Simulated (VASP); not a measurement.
# Cd3Sn2Pb11 (P1) in VASP: single point with PBE

Aim: the single point of Cd3Sn2Pb11 with PBE.

Program: VASP 6.6.1. These are calculated values, not measurements. Logs are shortened: lines on timing, memory, paths and dates and some standing lists are left out, and cuts for length are marked.

## Step 1: The cell of the first run

The typed cell holds 16 atoms: a = 8.811 Å, b = 7.402 Å, c = 7.415 Å, α = 88.46°, β = 90.20°, γ = 89.85°.

## Step 2: Single point, PBE

INCAR reads:

```
SYSTEM = Cd3Sn2Pb11
PREC = Accurate ; ENCUT = 520
EDIFF = 1E-7 ; ISMEAR = 0
SIGMA = 0.1 ; LREAL = Auto
LASPH = .True. ; NELM = 100
ALGO = Fast ; ISIF = 2
LWAVE = .False. ; LCHARG = .True.
GGA = PE ; LELF = .True.
LVHAR = .True. ; ISYM = 0
NBANDS = 123
```

KPOINTS reads:

```
Automatic mesh
0
Gamma
  2 2 2
  0.5 0.5 0.5
```

POSCAR reads:

```
Cd3Sn2Pb11
1.0
    8.8112905597      0.0107188680     -0.0139890648
    0.0107188680      7.4014374638      0.0993053017
   -0.0139890648      0.0993053017      7.4143494411
Cd Sn Pb
3 2 11
Direct
   -0.0042657041      0.9836878455      0.5168406477
    0.7533770647      0.7811409327      0.2449680513
    0.7529221236      0.2555163212      0.7189050766
    0.4927852504     -0.0124579350      0.5131272644
    0.7598652968      0.2063764144      0.2936107471
    0.9889526991      0.0181554720      0.9724828495
    0.5135689305      1.0280171748      0.9769656874
   -0.0226236993      0.4805395096      1.0201430040
    0.2377425022      0.2244237451      0.2761446274
    0.5150630171      0.4767466481      1.0238558805
   -0.0109184340      0.5277906627      0.4825958512
    0.2537610850      0.7714470401      0.2364669640
    0.2540239943      0.2633120580      0.7289010866
    0.5133401943      0.5232437565      0.4714526947
    0.2516807124      0.7301690039      0.7700634309
    0.7465634923      0.7436692479      0.7566469265
```

Potentials or basis: VASP PAW PBE potentials, release 64 (Cd, Sn_d, Pb_d).

On the command line:

```
$ cat potpaw_PBE.64/Cd/POTCAR potpaw_PBE.64/Sn_d/POTCAR potpaw_PBE.64/Pb_d/POTCAR > POTCAR
$ mpirun -np 1 vasp_std > vasp.out
```

OUTCAR:

```text
SYSTEM = Cd3Sn2Pb11
   PREC = Accurate
   ENCUT = 520
   EDIFF = 1E-7
   ISMEAR = 0
   LREAL = Auto
   LASPH = .True.
   NELM = 100
   ISIF = 2
   GGA = PE
   ISYM = 0

 ion  position               nearest neighbor table
   1  0.996  0.984  0.517-   5 3.10   9 3.28  16 3.32   2 3.32   3 3.32  11 3.39   6 3.40  15 3.45
                            13 3.48  12 3.49
   2  0.753  0.781  0.245-   5 3.18  11 3.27  14 3.29   1 3.32   6 3.37   7 3.39   4 3.43   8 3.44
                            10 3.52  16 3.64  16 3.80
   3  0.753  0.256  0.719-   5 3.18   6 3.27   7 3.29   1 3.32  11 3.36  14 3.39   4 3.42   8 3.44
                            10 3.52  16 3.63  16 3.79
   4  0.493  0.988  0.513-   5 3.27   9 3.32  16 3.36  13 3.37  12 3.37  15 3.41   3 3.42   2 3.43
                            14 3.46   7 3.46
   5  0.760  0.206  0.294-   1 3.10   2 3.18   3 3.18   4 3.27   8 3.42   6 3.45  11 3.45   7 3.48
                            14 3.48  10 3.52
   6  0.989  0.018  0.972-   3 3.27   2 3.37  16 3.38   1 3.40   5 3.45  13 3.45   8 3.45  15 3.51
                            12 3.52   9 3.52   8 3.99
   7  0.514  0.028  0.977-   3 3.29  10 3.35  13 3.38  16 3.39   2 3.39   4 3.46   5 3.48  12 3.52
                            15 3.57   9 3.62  10 4.09
   8  0.977  0.481  0.020-  16 3.39   5 3.42   2 3.44   3 3.44   6 3.45  11 3.46   9 3.49  15 3.54
                            12 3.65  13 3.66   6 3.99  11 3.99  10 4.07
   9  0.238  0.224  0.276-   1 3.28   4 3.32  12 3.38  13 3.38   8 3.49  11 3.52   6 3.52  10 3.58
                            14 3.61   7 3.62  12 4.05  13 4.06
  10  0.515  0.477  0.024-  14 3.35   7 3.35  16 3.44  15 3.49   2 3.52   5 3.52   3 3.52  12 3.57
                            13 3.57   9 3.58   8 4.07   7 4.09  14 4.10
  11  0.989  0.528  0.483-   2 3.27   3 3.36  16 3.38   1 3.39   5 3.45  12 3.45   8 3.46  15 3.51
                             9 3.52  13 3.52   8 3.99
  12  0.254  0.771  0.236-   4 3.37   9 3.38  14 3.38  11 3.45  15 3.48   1 3.49   6 3.52   7 3.52
                            10 3.57   8 3.65  15 3.96   9 4.05
  13  0.254  0.263  0.729-   4 3.37   9 3.38   7 3.38   6 3.45  15 3.48   1 3.48  11 3.52  14 3.52
                            10 3.57   8 3.66  15 3.95   9 4.06
  14  0.513  0.523  0.471-   2 3.29  10 3.35  12 3.38   3 3.39  16 3.40   4 3.46   5 3.48  13 3.52
                            15 3.57   9 3.61  10 4.10
  15  0.252  0.730  0.770-   4 3.41   1 3.45  13 3.48  12 3.48  10 3.49  11 3.51   6 3.51   8 3.54
                             7 3.57  14 3.57  13 3.95  12 3.96
  16  0.747  0.744  0.757-   1 3.32   4 3.36   6 3.38  11 3.38   8 3.39   7 3.39  14 3.40  10 3.44
                             3 3.63   2 3.64   3 3.79   2 3.80

IMPORTANT INFORMATION: All symmetrisations will be switched off!
NOSYMM: (Re-)initialisation of all symmetry stuff for point group C_1.

----------------------------------------------------------------------------------------

                                     Primitive cell

  volume of cell :     483.4466

  direct lattice vectors                    reciprocal lattice vectors
     8.811290560  0.010718868 -0.013989065     0.113491300 -0.000167263  0.000216371
     0.010718868  7.401437464  0.099305302    -0.000167263  0.135133420 -0.001810247
    -0.013989065  0.099305302  7.414349441     0.000216371 -0.001810247  0.134898254

  length of vectors
     8.811308184  7.402111386  7.415027638     0.113491629  0.135145648  0.134910573

  position of ions in fractional coordinates (direct lattice)
     0.995734296  0.983687846  0.516840648
     0.753377065  0.781140933  0.244968051
     0.752922124  0.255516321  0.718905077
     0.492785250  0.987542065  0.513127264
     0.759865297  0.206376414  0.293610747
     0.988952699  0.018155472  0.972482849
[... 8 lines left out ...]
     0.251680712  0.730169004  0.770063431
     0.746563492  0.743669248  0.756646926

  ion indices of the primitive-cell ions
   primitive index   ion index
                 1           1
                 2           2
                 3           3
                 4           4
                 5           5
                 6           6
[... 8 lines left out ...]
                15          15
                16          16

----------------------------------------------------------------------------------------

 KPOINTS: Automatic mesh

Automatic generation of k-mesh.
 Grid dimensions read from file:
 generate k-points for:    2    2    2

 Generating k-lattice:

  Cartesian coordinates                     Fractional coordinates (reciprocal lattice)
     0.056745650 -0.000083631  0.000108185     0.500000000  0.000000000  0.000000000
    -0.000083631  0.067566710 -0.000905124    -0.000000000  0.500000000 -0.000000000
     0.000108185 -0.000905124  0.067449127     0.000000000  0.000000000  0.500000000

  Length of vectors
     0.056745815  0.067572824  0.067455287

  Shift w.r.t. Gamma in fractional coordinates (k-lattice)
     0.500000000  0.500000000  0.500000000

 Subroutine IBZKPT returns following result:
 ===========================================

 Found      4 irreducible k-points:

 Following reciprocal coordinates:
            Coordinates               Weight
  0.250000  0.250000  0.250000      2.000000
 -0.250000  0.250000  0.250000      2.000000
  0.250000 -0.250000  0.250000      2.000000
 -0.250000 -0.250000  0.250000      2.000000
   k-points           NKPTS =      4   k-points in BZ     NKDIM =      4   number of bands    NBANDS=    123
   number of dos      NEDOS =    301   number of ions     NIONS =     16
   total plane-waves  NPLWV = 219520
   dimension x,y,z NGX =    70 NGY =   56 NGZ =   56
   dimension x,y,z NGXF=   140 NGYF=  112 NGZF=  112
   ions per type =               3   2  11
   NGX,Y,Z   is equivalent  to a cutoff of  13.21, 12.58, 12.56 a.u.
   NGXF,Y,Z  is equivalent  to a cutoff of  26.41, 25.15, 25.11 a.u.
 SYSTEM =  Cd3Sn2Pb11
   PREC   = accura    normal or accurate (medium, high low for compatibility)
   ISTART =      0    job   : 0-new  1-cont  2-samecut
   ICHARG =      2    charge: 1-file 2-atom 10-const
   ISPIN  =      1    spin polarized calculation?
   LNONCOLLINEAR =      F non collinear calculations
   LSORBIT =      F    spin-orbit coupling
   LASPH  =      T    aspherical Exc in radial PAW
   ENCUT  =  520.0 eV  38.22 Ry    6.18 a.u.  16.38 13.76 13.79*2*pi/ulx,y,z
   NELM   =    100;   NELMIN=  2; NELMDL= -5     # of ELM steps
   EDIFF  = 0.1E-06   stopping-criterion for ELM
   LREAL  =      T    real-space projection
   EDIFFG = 0.1E-05   stopping-criterion for IOM
   NSW    =      0    number of steps for IOM
   IBRION =     -1    ionic relax: 0-MD 1-quasi-New 2-CG
   NFREE  =      0    steps in history (QN), initial steepest desc. (CG)
   ISIF   =      2    stress and relaxation
   ISYM   =      0    0-nonsym 1-usesym 2-fastsym
   POTIM  = 0.5000    time-step for ionic-motion
   TEBEG  =    0.0;   TEEND  =   0.0 temperature during run
   PSTRESS=    0.0 pullay stress
   NELECT =     218.0000    total number of electrons
   NUPDOWN=      -1.0000    fix difference up-down
   EMIN   =  10.00;   EMAX   =-10.00  energy-range for DOS
   EFERMI =   0.00;   METHOD = LEGACY
   ISMEAR =     0;   SIGMA  =   0.10  broadening in eV -4-tet -1-fermi 0-gaus
   EFERMI_NEDOS =   21; number of points for ismear=-14 and -15
   IALGO  =     68    algorithm
   IMIX   =      4    mixing-type and parameters
     AMIX     =   0.40;   BMIX     =  1.00
     AMIX_MAG =   1.60;   BMIX_MAG =  1.00
  volume/ion in A,a.u.               =      30.22       203.90
  Fermi-wavevector in a.u.,A,eV,Ry     =   1.255387  2.372337 21.442721  1.575996
  Thomas-Fermi vector in A             =   2.389146
   LORBIT       =      0    0 simple, 1 ext, 2 COOP (PROOUT), +10 PAW based schemes
   GGA     = PE    functional components
   LHFCALC =     F    Hartree Fock is set to
   AEXX    =    0.0000 exact exchange contribution
   IVDW    =     0    specifies the selected vdW correction
   LEPSILON=     F    determine dielectric tensor
   LRPA    =     F    only Hartree local field effects (RPA)
 non-spin polarized calculation
 RMM-DIIS sequential band-by-band and
 Gauss-broadening in eV      SIGMA  =   0.10
  energy-cutoff  :      520.00
  volume of cell :      483.45
 maximum number of plane-waves:     13023
 NGX is ok and might be reduce to    70
   NGX = 33   NGY = 27   NGZ = 27

 number of electron     217.9999996 magnetization

 Free energy of the ion-electron system (eV)
  ---------------------------------------------------
  ext. energy  EPLUGINS =         0.00000000
  ---------------------------------------------------
  free energy    TOTEN  =       -49.15000697 eV

  energy without entropy =      -49.12153722  energy(sigma->0) =      -49.13577210

 E-fermi :   6.1291     XC(G=0): -10.0004

 val. band max:        6.1106105239   @ k =  -0.2500  -0.2500   0.2500
 cond. band min:       6.1460672293   @ k =   0.2500  -0.2500   0.2500
 fundamental gap:      0.0354567054
 Fermi energy:         6.1290853878

 k-point     1 :       0.2500    0.2500    0.2500
  band No.  band energies     occupation
      1     -15.4281      2.00000
      2     -15.3974      2.00000
      3     -15.3949      2.00000
      4     -15.3913      2.00000
      5     -15.3900      2.00000
      6     -15.3641      2.00000
[... 113 lines left out ...]
    120       8.0760      0.00000
    121       8.4324      0.00000

 k-point     2 :      -0.2500    0.2500    0.2500
  band No.  band energies     occupation
      1     -15.4281      2.00000
      2     -15.3974      2.00000
      3     -15.3949      2.00000
      4     -15.3913      2.00000
      5     -15.3900      2.00000
      6     -15.3641      2.00000
[... 113 lines left out ...]
    120       8.0743      0.00000
    121       8.4034      0.00000

 k-point     3 :       0.2500   -0.2500    0.2500
  band No.  band energies     occupation
      1     -15.4281      2.00000
      2     -15.3974      2.00000
      3     -15.3949      2.00000
      4     -15.3913      2.00000
      5     -15.3900      2.00000
      6     -15.3641      2.00000
[... 113 lines left out ...]
    120       8.2228      0.00000
    121       8.5148      0.00000

 k-point     4 :      -0.2500   -0.2500    0.2500
  band No.  band energies     occupation
      1     -15.4281      2.00000
      2     -15.3974      2.00000
      3     -15.3949      2.00000
      4     -15.3913      2.00000
      5     -15.3900      2.00000
      6     -15.3641      2.00000
[... 113 lines left out ...]
    120       8.1926      0.00000
    121       8.5414      0.00000
 [bands above 121 left out]

------------------------ aborting loop because EDIFF is reached ----------------------------------------

  FORCE on cell =-STRESS in cart. coord.  units (eV):
  Direction    XX          YY          ZZ          XY          YZ          ZX
  --------------------------------------------------------------------------------------
  -------------------------------------------------------------------------------------
  Total        0.1881496     -0.0003443      0.0025344      0.1035700      0.1680524     -0.0943722
  in kB        0.6235415     -0.0011410      0.0083991      0.3432386      0.5569378     -0.3127562
  external PRESSURE =       0.2102665 kB  Pullay stress =       0.0000000 kB

 VOLUME and BASIS-vectors are now :
 -----------------------------------------------------------------------------
  energy-cutoff  :      520.00
  volume of cell :      483.45
      direct lattice vectors                 reciprocal lattice vectors
     8.811290560  0.010718868 -0.013989065     0.113491300 -0.000167263  0.000216371
     0.010718868  7.401437464  0.099305302    -0.000167263  0.135133420 -0.001810247
    -0.013989065  0.099305302  7.414349441     0.000216371 -0.001810247  0.134898254

 POSITION                                       TOTAL-FORCE (eV/Angst)
 -----------------------------------------------------------------------------------
      8.77702      7.34270      3.91579        -0.005315     -0.012211      0.014119
      6.64317      5.81397      1.88331         0.001013     -0.035034     -0.013270
      6.62690      1.97065      5.34505         0.003687      0.015146      0.035517
      4.34548      7.36547      3.89568         0.000644      0.004115     -0.009507
      6.69350      1.56478      2.18680        -0.010664      0.025751     -0.019095
      8.70054      0.24155      7.19830         0.023244      0.010259      0.022626
[... 8 lines left out ...]
      2.21469      5.48347      5.77851        -0.009852      0.018085     -0.015318
      6.57557      5.58736      5.67345        -0.028261     -0.011669      0.004614
 -----------------------------------------------------------------------------------
    total drift:                               -0.004854      0.029387     -0.030113

  FREE ENERGIE OF THE ION-ELECTRON SYSTEM (eV)
  ---------------------------------------------------
  free  energy   TOTEN  =       -49.1500069719 eV

  energy  without entropy=      -49.1215372220  energy(sigma->0) =      -49.13577210
```

Run time: 7.5 min. Hardware: 1 thread of Intel Xeon Platinum 8488C (Sapphire Rapids), shared host; peak memory 0.56 GiB.

What came out:

| Item | Value |
| --- | --- |
| Free energy | -49.1500 eV |
| Pressure | 0.0 GPa |
| Largest force | 0.039 eV/Å |
| Band gap on the k mesh | zero (bands 109 and 110 overlap by 0.04 eV) |

Forces on the atoms (eV/Å):
```
Cd  -0.005 -0.012  0.014
Cd   0.001 -0.035 -0.013
Cd   0.004  0.015  0.036
Sn   0.001  0.004 -0.010
Sn  -0.011  0.026 -0.019
Pb   0.023  0.010  0.023
Pb   0.005 -0.006  0.028
Pb  -0.019 -0.009  0.003
Pb   0.006  0.022 -0.026
Pb   0.028  0.017 -0.015
Pb   0.021 -0.024 -0.017
Pb  -0.010 -0.002 -0.011
Pb  -0.011  0.013  0.003
Pb   0.005 -0.025  0.014
Pb  -0.010  0.018 -0.015
Pb  -0.028 -0.012  0.005
```

Caveat: the k points lie up to 0.42 Å⁻¹ apart; spin-orbit coupling is left out, which moves the levels of the heavy elements.

The gap in the log of VASP goes by the Fermi energy; the results here count the filled bands.